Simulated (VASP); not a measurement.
Crystal: Bi3S.

```
Bi S
1.0
     3.82317    0.00000    0.00000
    -1.91158    3.31096    0.00000
     0.00000    0.00000   12.29958
Bi S
3 1
Direct
  0.66667 0.33333 0.00000
  0.00000 0.00000 0.74257
  0.00000 0.00000 0.25743
  0.66667 0.33333 0.50000
```

The cell was built from a structure type or drawn by symmetry, and may not be a known phase.

| Property | Result |
| --- | --- |
| Program | VASP 6.6.1 |
| Task | relaxation of cell and atoms |
| Functional | PBE |
| Potentials or basis | VASP PAW PBE potentials, release 64 (Bi_d, S) |
| Cutoff | 600 eV |
| k mesh | 6 × 6 × 2 |
| Occupations | gaussian, width 0.1 eV |
| Spin | no spin polarisation |

At the start: pressure -8.7 GPa; volume 38.92 Å³/atom.

Q: Where does the relaxation end?

A: Over 16 steps the energy falls by 628.6 meV/atom and the volume is 28.17 Å³/atom (-27.6 %); space group P-6m2 (No. 187, to 0.1 Å) before and after.

The path:
```tsv
step	energy change (eV)	largest force (eV/Å)	pressure (GPa)	volume (Å³)
1	0.0000	0.4158	-8.66	155.69
2	-1.7472	1.1194	-0.31	112.86
3	-1.7520	1.1600	0.55	111.24
4	-1.9514	1.3479	0.77	110.35
5	-2.3787	0.3444	3.69	107.14
6	-2.4535	0.0607	0.64	112.95
7	-2.4535	0.0614	0.67	112.96
8	-2.4762	0.0888	0.09	113.54
9	-2.4853	0.2330	-0.49	114.13
10	-2.4934	0.2195	-0.17	113.15
11	-2.4996	0.2275	0.61	111.18
12	-2.5065	0.2000	0.36	111.59
13	-2.5100	0.1574	0.13	112.04
14	-2.5101	0.1493	0.10	112.11
15	-2.5136	0.0655	0.05	112.45
16	-2.5143	0.0018	0.02	112.69
```

Final structure:
```xyz
4
Lattice="3.5800 0.0000 0.0000 -1.7900 3.1003 0.0000 0.0000 0.0000 10.1533" Properties=species:S:1:pos:R:3 pbc="T T T"
Bi    1.7900    1.0334    0.0000
Bi    3.5800    0.0000    7.1889
Bi    3.5800    0.0000    2.9644
S     1.7900    1.0334    5.0766
```

Caveat: the volume moved by over 15 % at a fixed basis, so the end points are rough.
